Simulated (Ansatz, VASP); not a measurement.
**One calculation of Ti, two programs**

INCAR

```
  PREC = Accurate
  ENCUT = 520
  EDIFF = 1E-6
  ISMEAR = 0
  SIGMA = 0.15
  LREAL = F
  LASPH = T
  NELM = 60
  ALGO = Fast
  ISIF = 2
  LWAVE = F
  LCHARG = T
  LELF = T
  LVHAR = T
  NBANDS = 12
```

File KPOINTS:

```
regular mesh
0
Gamma
  22 22 22
```

Contents of POSCAR:

```
Ti
1.0
    0.0000000000      2.3052342960      1.5668677510
    2.3052342960      0.0000000000      1.5668677510
    2.3052342960      2.3052342960      0.0000000000
Ti
1
Direct
    0.0000000000      0.0000000000      0.0000000000
```

Input for Ansatz:

```yaml
crystal:
  lattice:
    - [0.0, 2.305234296, 1.566867751]
    - [2.305234296, 0.0, 1.566867751]
    - [2.305234296, 2.305234296, 0.0]
  atoms:
    - { symbol: Ti, position: [0.0, 0.0, 0.0] }
basis:
  ecutwfc: 520.0
kpoints:
  mp_grid: { grid: [22, 22, 22] }
hamiltonian:
  xc: lda
  pseudopotentials: { kind: paw, azcp: { folder: soft_1 } }
scf:
  occupations: { method: gaussian, width: 0.15 }
output:
  forces: true
  stress: true
  eigenvalues: true
```

Alike in both runs: task single point; functional LDA; k mesh 22 × 22 × 22; occupations gaussian, width 0.15 eV; no spin polarisation.

```csv
,VASP,Ansatz
version,VASP 6.6.1,Ansatz 0.2.0
potentials or method,"VASP PAW LDA potentials, release 64 (Ti_sv), cutoff 520 eV","scalar-relativistic, plane waves, PAW"
valence electrons in the cell,12,12
```

|  | VASP | Ansatz | Ansatz less VASP |
| --- | --- | --- | --- |
| gap on the k mesh at the Fermi level (eV) | none | none | - |
| pressure (GPa) | -5.5 | -5.3 | +0.16 |
| traceless stress, the component that is largest in VASP (GPa) | -0.65 | -0.65 | -0.001 |

Ansatz warns that its potentials were made for another functional, while VASP's fit it. LDA's correlation is that of Perdew and Zunger in VASP and of Perdew and Wang (1992) in Ansatz. A gap of «none» marks a metal or a gap that the smearing closes.
